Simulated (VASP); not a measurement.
# SnSe2 (P-3m1) in VASP: further runs

Runs on SnSe2. Level: r2SCAN. Tasks: single point.

All numbers are computed with VASP 6.6.1; they aren't measurements. Logs are shortened: lines on timing, memory, paths and dates and some standing lists are left out, and cuts for length are marked.

### 1 The cell of the first run

The structure is trigonal, space group P-3m1 (No. 164). The conventional cell has a = 3.940 Å, b = 3.940 Å, c = 6.414 Å, α = 90.00°, β = 90.00°, γ = 120.00°. Sn (site symmetry -3m) has 6 Se at 2.75 Å within 3.6 Å. Within 3.6 Å of Se (site symmetry 3m) lie 3 Sn at 2.75 Å.

### 2 Single point, r2SCAN (strain +3.0%)

Contents of POSCAR:

```
SnSe2
1.0
    3.9399038097      0.0000000000      0.0000000000
   -1.9699519049      3.4120567877      0.0000000000
    0.0000000000      0.0000000000      6.4138914363
Sn Se
1 2
Direct
    0.0000000000      0.0000000000      0.0000000000
    0.3333333333      0.6666666667      0.2408456110
    0.6666666667      0.3333333333      0.7591543890
```

Contents of INCAR.step1:

```
PREC = Accurate
ENCUT = 520
ISMEAR = 0
SIGMA = 0.01
LREAL = False
LASPH = True
NELM = 60
NBANDS = 20
GGA = PE
ALGO = Normal
EDIFF = 1E-4
LWAVE = True
LCHARG = False
```

Contents of INCAR.step2:

```
PREC = Accurate
ENCUT = 520
EDIFF = 1E-7
ISMEAR = 0
SIGMA = 0.01
LREAL = False
LASPH = True
NELM = 60
ALGO = Normal
ISIF = 2
LWAVE = False
LCHARG = False
METAGGA = R2SCAN
LMIXTAU = True
NBANDS = 20
ISTART = 1
```

Contents of KPOINTS:

```
Automatic mesh
0
Gamma
  12 12 4
```

Potentials or basis: VASP PAW PBE potentials, release 64 (Sn_d, Se).

Run with:

```bash
$ cat potpaw_PBE.64/Sn_d/POTCAR potpaw_PBE.64/Se/POTCAR > POTCAR
$ cp INCAR.step1 INCAR
$ mpirun -np 1 vasp_std > vasp.out
$ cp INCAR.step2 INCAR
$ mpirun -np 1 vasp_std > vasp.out
```

OUTCAR:

```text
PREC = Accurate
   ENCUT = 520
   EDIFF = 1E-7
   ISMEAR = 0
   LREAL = False
   LASPH = True
   NELM = 60
   ISIF = 2
   METAGGA = R2SCAN
   ISTART = 1

 ion  position               nearest neighbor table
   1  0.000  0.000  0.000-   2 2.75   3 2.75   3 2.75   2 2.75   3 2.75   2 2.75
   2  0.333  0.667  0.241-   1 2.75   1 2.75   1 2.75
   3  0.667  0.333  0.759-   1 2.75   1 2.75   1 2.75

  LATTYP: Found a hexagonal cell.
 ALAT       =     3.9399038097
 C/A-ratio  =     1.6279309714

  Lattice vectors:

 A1 = (   3.9399038097,   0.0000000000,   0.0000000000)
 A2 = (  -1.9699519049,   3.4120567877,   0.0000000000)
 A3 = (   0.0000000000,   0.0000000000,   6.4138914363)

Analysis of symmetry for initial positions (statically):
=====================================================================
 Subroutine PRICEL returns:
 Original cell was already a primitive cell.

 Routine SETGRP: Setting up the symmetry group for a
 hexagonal supercell.

 Subroutine GETGRP returns: Found 12 space group operations
 (whereof 12 operations were pure point group operations)
 out of a pool of 24 trial point group operations.

The static configuration has the point symmetry D_3d.

Analysis of symmetry for dynamics (positions and initial velocities):
=====================================================================
 Subroutine PRICEL returns:
 Original cell was already a primitive cell.

 Routine SETGRP: Setting up the symmetry group for a
 hexagonal supercell.

 Subroutine GETGRP returns: Found 12 space group operations
 (whereof 12 operations were pure point group operations)
 out of a pool of 24 trial point group operations.

The dynamic configuration has the point symmetry D_3d.

 Subroutine INISYM returns: Found 12 space group operations
 (whereof 12 operations are pure point group operations),
 and found     1 'primitive' translations

----------------------------------------------------------------------------------------

                                     Primitive cell

  volume of cell :      86.2231

  direct lattice vectors                    reciprocal lattice vectors
     3.939903810  0.000000000  0.000000000     0.253813303  0.146539179  0.000000000
    -1.969951905  3.412056788  0.000000000     0.000000000  0.293078358  0.000000000
     0.000000000  0.000000000  6.413891436     0.000000000  0.000000000  0.155911588

  length of vectors
     3.939903810  3.939903810  6.413891436     0.293078358  0.293078358  0.155911588

  position of ions in fractional coordinates (direct lattice)
     0.000000000  0.000000000  0.000000000
     0.333333333  0.666666667  0.240845611
     0.666666667  0.333333333  0.759154389

  ion indices of the primitive-cell ions
   primitive index   ion index
                 1           1
                 2           2
                 3           3

----------------------------------------------------------------------------------------

 KPOINTS: Automatic mesh

Automatic generation of k-mesh.
 Grid dimensions read from file:
 generate k-points for:   12   12    4

 Generating k-lattice:

  Cartesian coordinates                     Fractional coordinates (reciprocal lattice)
     0.021151109  0.012211598  0.000000000     0.083333333  0.000000000  0.000000000
     0.000000000  0.024423196  0.000000000     0.000000000  0.083333333  0.000000000
     0.000000000  0.000000000  0.038977897     0.000000000  0.000000000  0.250000000

  Length of vectors
     0.024423196  0.024423196  0.038977897

  Shift w.r.t. Gamma in fractional coordinates (k-lattice)
     0.000000000  0.000000000  0.000000000

 Subroutine IBZKPT returns following result:
 ===========================================

 Found     69 irreducible k-points:

 Following reciprocal coordinates:
            Coordinates               Weight
  0.000000  0.000000  0.000000      1.000000
  0.083333  0.000000  0.000000      6.000000
  0.166667  0.000000  0.000000      6.000000
  0.250000 -0.000000  0.000000      6.000000
  0.333333  0.000000  0.000000      6.000000
  0.416667  0.000000  0.000000      6.000000
[... 16 lines left out ...]
  0.166667  0.000000  0.250000      6.000000
  0.000000  0.166667  0.250000      6.000000
 [... further k-points ...]
   k-points           NKPTS =     69   k-points in BZ     NKDIM =     69   number of bands    NBANDS=     20
   number of dos      NEDOS =    301   number of ions     NIONS =      3
   total plane-waves  NPLWV =  43200
   dimension x,y,z NGX =    30 NGY =   30 NGZ =   48
   dimension x,y,z NGXF=    60 NGYF=   60 NGZF=   96
   ions per type =               1   2
   NGX,Y,Z   is equivalent  to a cutoff of  12.66, 12.66, 12.44 a.u.
   NGXF,Y,Z  is equivalent  to a cutoff of  25.32, 25.32, 24.88 a.u.
 SYSTEM =  unknown system
   PREC   = accura    normal or accurate (medium, high low for compatibility)
   ISTART =      1    job   : 0-new  1-cont  2-samecut
   ICHARG =      0    charge: 1-file 2-atom 10-const
   ISPIN  =      1    spin polarized calculation?
   LNONCOLLINEAR =      F non collinear calculations
   LSORBIT =      F    spin-orbit coupling
   LASPH  =      T    aspherical Exc in radial PAW
   ENCUT  =  520.0 eV  38.22 Ry    6.18 a.u.   7.33  7.33 11.93*2*pi/ulx,y,z
   NELM   =     60;   NELMIN=  2; NELMDL=  0     # of ELM steps
   EDIFF  = 0.1E-06   stopping-criterion for ELM
   LREAL  =      F    real-space projection
   EDIFFG = 0.1E-05   stopping-criterion for IOM
   NSW    =      0    number of steps for IOM
   IBRION =     -1    ionic relax: 0-MD 1-quasi-New 2-CG
   NFREE  =      0    steps in history (QN), initial steepest desc. (CG)
   ISIF   =      2    stress and relaxation
   ISYM   =      2    0-nonsym 1-usesym 2-fastsym
   POTIM  = 0.5000    time-step for ionic-motion
   TEBEG  =    0.0;   TEEND  =   0.0 temperature during run
   PSTRESS=    0.0 pullay stress
   NELECT =      26.0000    total number of electrons
   NUPDOWN=      -1.0000    fix difference up-down
   EMIN   =  10.00;   EMAX   =-10.00  energy-range for DOS
   EFERMI =   0.00;   METHOD = LEGACY
   ISMEAR =     0;   SIGMA  =   0.01  broadening in eV -4-tet -1-fermi 0-gaus
   EFERMI_NEDOS =   21; number of points for ismear=-14 and -15
   IALGO  =     38    algorithm
   IMIX   =      4    mixing-type and parameters
     AMIX     =   0.40;   BMIX     =  1.00
     AMIX_MAG =   1.60;   BMIX_MAG =  1.00
  volume/ion in A,a.u.               =      28.74       193.95
  Fermi-wavevector in a.u.,A,eV,Ry     =   1.097804  2.074549 16.397381  1.205174
  Thomas-Fermi vector in A             =   2.234170
   LORBIT       =      0    0 simple, 1 ext, 2 COOP (PROOUT), +10 PAW based schemes
   METAGGA = R2SCAN    functional components
   LHFCALC =     F    Hartree Fock is set to
   AEXX    =    0.0000 exact exchange contribution
   IVDW    =     0    specifies the selected vdW correction
   LEPSILON=     F    determine dielectric tensor
   LRPA    =     F    only Hartree local field effects (RPA)
 non-spin polarized calculation
 Gauss-broadening in eV      SIGMA  =   0.01
  energy-cutoff  :      520.00
  volume of cell :       86.22
 maximum number of plane-waves:      2354
 NGX is ok and might be reduce to    30
   NGX = 15   NGY = 15   NGZ = 23

 number of electron      26.0000013 magnetization

 Free energy of the ion-electron system (eV)
  ---------------------------------------------------
  ext. energy  EPLUGINS =         0.00000000
  ---------------------------------------------------
  free energy    TOTEN  =       -54.59982367 eV

  energy without entropy =      -54.59982367  energy(sigma->0) =      -54.59982367

 E-fermi :   2.8273     XC(G=0):  -9.4384

 val. band max:        2.7342149949   @ k =   0.0833   0.0833   0.0000
 cond. band min:       3.7464359911   @ k =   0.5000  -0.0000   0.2500
 fundamental gap:      1.0122209963
 Fermi energy:         2.8273031544

 k-point     1 :       0.0000    0.0000    0.0000
  band No.  band energies     occupation
      1     -19.0906      2.00000
      2     -19.0906      2.00000
      3     -19.0506      2.00000
      4     -19.0398      2.00000
      5     -19.0398      2.00000
      6     -11.1353      2.00000
[... 12 lines left out ...]
     19      12.0998      0.00000
     20      12.0998      0.00000

 k-point     2 :       0.0833    0.0000    0.0000
  band No.  band energies     occupation
      1     -19.0935      2.00000
      2     -19.0892      2.00000
      3     -19.0492      2.00000
      4     -19.0406      2.00000
      5     -19.0391      2.00000
      6     -11.0725      2.00000
[... 12 lines left out ...]
     19      11.5511      0.00000
     20      12.2063      0.00000

 k-point     3 :       0.1667    0.0000    0.0000
  band No.  band energies     occupation
      1     -19.1020      2.00000
      2     -19.0858      2.00000
      3     -19.0466      2.00000
      4     -19.0412      2.00000
      5     -19.0367      2.00000
      6     -10.8886      2.00000
[... 12 lines left out ...]
     19      11.6488      0.00000
     20      12.3773      0.00000

 k-point     4 :       0.2500   -0.0000    0.0000
  band No.  band energies     occupation
      1     -19.1139      2.00000
      2     -19.0823      2.00000
      3     -19.0481      2.00000
      4     -19.0364      2.00000
      5     -19.0322      2.00000
      6     -10.6001      2.00000
[... 12 lines left out ...]
     19      11.4573      0.00000
     20      12.5345      0.00000

 k-point     5 :       0.3333    0.0000    0.0000
  band No.  band energies     occupation
      1     -19.1261      2.00000
      2     -19.0800      2.00000
      3     -19.0509      2.00000
      4     -19.0300      2.00000
      5     -19.0264      2.00000
      6     -10.2426      2.00000
[... 12 lines left out ...]
     19      11.9923      0.00000
     20      12.7202      0.00000

 k-point     6 :       0.4167    0.0000    0.0000
  band No.  band energies     occupation
      1     -19.1351      2.00000
      2     -19.0790      2.00000
      3     -19.0530      2.00000
      4     -19.0253      2.00000
      5     -19.0215      2.00000
      6      -9.8884      2.00000
[... 12 lines left out ...]
     19      12.5697      0.00000
     20      13.3025      0.00000

 k-point     7 :       0.5000   -0.0000    0.0000
  band No.  band energies     occupation
      1     -19.1384      2.00000
      2     -19.0787      2.00000
      3     -19.0538      2.00000
      4     -19.0235      2.00000
      5     -19.0195      2.00000
      6      -9.7054      2.00000
[... 12 lines left out ...]
     19      12.8249      0.00000
     20      13.6027      0.00000
[... 277 lines left out ...]
 k-point    20 :       0.0000    0.0000    0.2500
  band No.  band energies     occupation
      1     -19.0906      2.00000
      2     -19.0906      2.00000
      3     -19.0506      2.00000
      4     -19.0399      2.00000
      5     -19.0398      2.00000
      6     -11.0812      2.00000
[... 12 lines left out ...]
     19      11.8625      0.00000
     20      11.8639      0.00000

 k-point    21 :       0.0833    0.0000    0.2500
  band No.  band energies     occupation
      1     -19.0936      2.00000
      2     -19.0892      2.00000
      3     -19.0492      2.00000
      4     -19.0406      2.00000
      5     -19.0391      2.00000
      6     -11.0188      2.00000
[... 12 lines left out ...]
     19      11.6736      0.00000
     20      12.1049      0.00000

 k-point    22 :       0.0000    0.0833    0.2500
  band No.  band energies     occupation
      1     -19.0936      2.00000
      2     -19.0892      2.00000
      3     -19.0492      2.00000
      4     -19.0406      2.00000
      5     -19.0391      2.00000
      6     -11.0187      2.00000
[... 12 lines left out ...]
     19      11.6895      0.00000
     20      11.9044      0.00000

 k-point    23 :       0.1667    0.0000    0.2500
  band No.  band energies     occupation
      1     -19.1020      2.00000
      2     -19.0858      2.00000
      3     -19.0466      2.00000
      4     -19.0412      2.00000
      5     -19.0367      2.00000
      6     -10.8364      2.00000
[... 12 lines left out ...]
     19      11.6182      0.00000
     20      12.4796      0.00000

 k-point    24 :       0.0000    0.1667    0.2500
  band No.  band energies     occupation
      1     -19.1020      2.00000
      2     -19.0858      2.00000
      3     -19.0466      2.00000
      4     -19.0412      2.00000
      5     -19.0367      2.00000
      6     -10.8362      2.00000
[... 12 lines left out ...]
     19      11.4784      0.00000
     20      12.1390      0.00000

 [... further k-points ...]

------------------------ aborting loop because EDIFF is reached ----------------------------------------

  FORCE on cell =-STRESS in cart. coord.  units (eV):
  Direction    XX          YY          ZZ          XY          YZ          ZX
  --------------------------------------------------------------------------------------
  -------------------------------------------------------------------------------------
  Total       -1.5816183     -1.5816183     -0.0949227      0.0000000      0.0000000     -0.0000000
  in kB      -29.3892696    -29.3892696     -1.7638317      0.0000000      0.0000000     -0.0000000
  external PRESSURE =     -20.1807903 kB  Pullay stress =       0.0000000 kB

 VOLUME and BASIS-vectors are now :
 -----------------------------------------------------------------------------
  energy-cutoff  :      520.00
  volume of cell :       86.22
      direct lattice vectors                 reciprocal lattice vectors
     3.939903810  0.000000000  0.000000000     0.253813303  0.146539179  0.000000000
    -1.969951905  3.412056788  0.000000000     0.000000000  0.293078358  0.000000000
     0.000000000  0.000000000  6.413891436     0.000000000  0.000000000  0.155911588

 POSITION                                       TOTAL-FORCE (eV/Angst)
 -----------------------------------------------------------------------------------
      0.00000      0.00000      0.00000         0.000000      0.000000     -0.000000
     -0.00000      2.27470      1.54476         0.000000      0.000000     -0.010512
      1.96995      1.13735      4.86913        -0.000000     -0.000000      0.010512
 -----------------------------------------------------------------------------------
    total drift:                                0.000000     -0.000000      0.000000

  FREE ENERGIE OF THE ION-ELECTRON SYSTEM (eV)
  ---------------------------------------------------
  free  energy   TOTEN  =       -54.5998236721 eV

  energy  without entropy=      -54.5998236721  energy(sigma->0) =      -54.59982367
```

Wall time 5.7 min (1 thread of Intel Xeon Platinum 8488C (Sapphire Rapids), shared host); peak memory 0.28 GiB.

Results:

```yaml
Free_energy: -54.5998 eV
Pressure: -2.0 GPa
Largest_force: 0.011 eV/Å
Band_gap_on_the_k_mesh: 1.01 eV (least direct gap 1.13 eV)
```

Forces on the atoms (eV/Å):
```
Sn   0.000  0.000  0.000
Se   0.000  0.000 -0.011
Se   0.000  0.000  0.011
```

Caveat: the cell differs from its parent crystal (strain +3.0%); the PAW data sets were made with another functional, which shifts forces and pressure a little; spin-orbit coupling is left out, which moves the levels of the heavy elements.

### 3 Single point, r2SCAN (strain +4.0%)

Contents of POSCAR:

```
SnSe2
1.0
    3.9781553030      0.0000000000      0.0000000000
   -1.9890776515      3.4451835526      0.0000000000
    0.0000000000      0.0000000000      6.4761622269
Sn Se
1 2
Direct
    0.0000000000      0.0000000000      0.0000000000
    0.3333333333      0.6666666667      0.2367657858
    0.6666666667      0.3333333333      0.7632342142
```

Contents of INCAR.step1:

```
ALGO     = Normal         # electronic algorithm
EDIFF    = 1E-4           # SCF threshold, eV
ENCUT    = 520            # plane-wave cutoff, eV
GGA      = PE             # functional
ISMEAR   = 0              # smearing method
LASPH    = True           # aspherical terms in the spheres
LCHARG   = False          # write CHGCAR
LREAL    = False          # projectors in reciprocal space
LWAVE    = True           # write WAVECAR
NBANDS   = 20             # bands
NELM     = 100            # most SCF steps
PREC     = Accurate       # precision mode
SIGMA    = 0.01           # smearing width, eV
```

Contents of INCAR.step2:

```
ALGO     = Normal         # electronic algorithm
EDIFF    = 1E-6           # SCF threshold, eV
ENCUT    = 520            # plane-wave cutoff, eV
ISIF     = 2              # what is computed and relaxed
ISMEAR   = 0              # smearing method
ISTART   = 1            
LASPH    = True           # aspherical terms in the spheres
LCHARG   = True           # write CHGCAR
LELF     = True           # ELF
LMIXTAU  = True         
LREAL    = False          # projectors in reciprocal space
LVHAR    = True         
LWAVE    = False          # write WAVECAR
METAGGA  = R2SCAN         # meta-GGA
NBANDS   = 20             # bands
NELM     = 100            # most SCF steps
PREC     = Accurate       # precision mode
SIGMA    = 0.01           # smearing width, eV
```

Contents of KPOINTS:

```
k-points
0
Gamma
  12 12 4
```

Potentials or basis: VASP PAW PBE potentials, release 64 (Sn_d, Se).

Run with:

```bash
$ cat potpaw_PBE.64/Sn_d/POTCAR potpaw_PBE.64/Se/POTCAR > POTCAR
$ cp INCAR.step1 INCAR
$ mpirun -np 1 vasp_std > vasp.out
$ cp INCAR.step2 INCAR
$ mpirun -np 1 vasp_std > vasp.out
```

It took 4.6 min on 1 thread of Intel Xeon Platinum 8488C (Sapphire Rapids), shared host; peak memory 0.28 GiB.

Results (log left out):

| Quantity | Value |
| --- | --- |
| Free energy | -54.5631 eV |
| Pressure | -2.7 GPa |
| Largest force | 0.010 eV/Å |
| Band gap on the k mesh | 0.99 eV (least direct gap 1.00 eV) |

Forces on the atoms (eV/Å):
```
Sn   0.000  0.000  0.000
Se   0.000  0.000 -0.010
Se   0.000  0.000  0.010
```

Stress tensor (GPa, compression positive):
```
-3.93  0.00  0.00
 0.00 -3.93  0.00
 0.00  0.00 -0.37
```

Levels at points of the mesh, in eV from the valence-band top:
| k point | band 11 | band 12 | band 13 | band 14 | band 15 | band 16 |
| --- | --- | --- | --- | --- | --- | --- |
| (0.00, 0.00, 0.00) | -0.43 | -0.43 | -0.01 | 0.99 | 3.16 | 4.72 |
| (0.50, 0.00, 0.00) | -2.36 | -0.74 | -0.33 | 1.16 | 4.20 | 5.88 |
| (0.00, 0.00, 0.50) | -0.81 | -0.35 | -0.35 | 2.03 | 3.11 | 4.56 |
| (0.50, 0.00, 0.50) | -1.77 | -0.60 | -0.56 | 1.02 | 4.63 | 5.55 |

Caveat: the cell differs from its parent crystal (strain +4.0%); the PAW data sets were made with another functional, which shifts forces and pressure a little; spin-orbit coupling is left out, which moves the levels of the heavy elements. A k mesh can miss the band edges.
